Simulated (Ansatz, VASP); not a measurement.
## C: VASP beside Ansatz

```xyz
2
Lattice="2.2352 -1.2905 -0.0104 2.2352 1.2905 -0.0104 -1.4691 0.0000 2.9946" Properties=species:S:1:pos:R:3 pbc="T T T"
C     3.7253    0.0000   -0.0169
C    -0.7241    0.0000    2.9907
```

Alike in both runs: task single point; functional LDA; k mesh 14 × 14 × 10; occupations gaussian, width 0.05 eV; no spin polarisation.

|  | VASP | Ansatz |
| --- | --- | --- |
| version | VASP 6.6.1 | Ansatz 0.2.0 |
| potentials or method | VASP PAW LDA potentials, release 64 (C), cutoff 520 eV | scalar-relativistic, plane waves, PAW |
| valence electrons in the cell | 8 | 8 |

|  | VASP | Ansatz | Ansatz less VASP |
| --- | --- | --- | --- |
| gap on the k mesh at the Fermi level (eV) | 0.10 | 0.09 | -0.001 |
| least direct gap on the mesh (eV) | 0.10 | 0.09 | -0.001 |
| rms of the force components (eV/Å) | 0.054 | 0.053 | -0.0004 |

LDA's correlation is that of Perdew and Zunger in VASP and of Perdew and Wang (1992) in Ansatz. Atom by atom the forces differ by 0.000 eV/Å (rms over components).
